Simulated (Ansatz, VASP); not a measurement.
## Pt in VASP and in Ansatz

INCAR

```
SYSTEM = Pt
PREC = Accurate
ENCUT = 500
EDIFF = 1E-7
ISMEAR = 0
SIGMA = 0.1
LREAL = .FALSE.
LASPH = .TRUE.
NELM = 120
ALGO = Normal
ISIF = 3
LWAVE = .FALSE.
LCHARG = .FALSE.
GGA = PE
IBRION = 2
NSW = 100
EDIFFG = -0.005
GGA_COMPAT = .FALSE.
NELMIN = 4
```

KPOINTS

```
regular mesh
0
G
  18 18 18
  0 0 0
```

The input POSCAR:

```
Pt
1.0
    0.0000000000      1.9810970740      1.9810970740
    1.9810970740      0.0000000000      1.9810970740
    1.9810970740      1.9810970740      0.0000000000
Pt
1
Direct
    0.0000000000      0.0000000000      0.0000000000
```

Input for Ansatz:

```yaml
crystal:
  lattice:
    - [0.0, 1.9810970743, 1.9810970743]
    - [1.9810970743, 0.0, 1.9810970743]
    - [1.9810970743, 1.9810970743, 0.0]
  atoms:
    - { symbol: Pt, position: [0.0, 0.0, 0.0] }
basis:
  ecutwfc: 420
kpoints:
  mp_grid: { grid: [18, 18, 18] }
hamiltonian:
  xc: pbe
scf:
  occupations: { method: gaussian, width: 0.1 }
output:
  forces: true
  stress: true
  eigenvalues: true
relax:
  adjacent_minimum: "off"
  f_tol: 0.005
  max_steps: 80
  cell: { stress_tol: 0.05 }
```

Alike in both runs: task relaxation of cell and atoms; functional PBE; k mesh 18 × 18 × 18; occupations gaussian, width 0.1 eV; no spin polarisation.

```csv
,VASP,Ansatz
version,VASP 6.6.1,Ansatz 0.2.0
potentials or method,"VASP PAW PBE potentials, release 64 (Pt), cutoff 500 eV","scalar-relativistic, plane waves, PAW"
valence electrons in the cell,10,18
```

Ansatz gave:

```
gap on the k mesh at the Fermi level, each at its own relaxed structure (eV)  : none
relaxed volume (Å³/atom)                                                      : 15.65
relaxed length of the cell vector where the two differ most in proportion (Å) : 2.807
```

Task: Which values does VASP return?

Result: gap on the k mesh at the Fermi level, each at its own relaxed structure (eV): none; relaxed volume (Å³/atom): 15.61; relaxed length of the cell vector where the two differ most in proportion (Å): 2.805.

A gap of «none» marks a metal or a gap that the smearing closes. VASP's potentials hold 10 valence electrons a cell and Ansatz's 18, so a difference there can come from the potentials and not from the codes.

Spin-orbit coupling is off throughout.
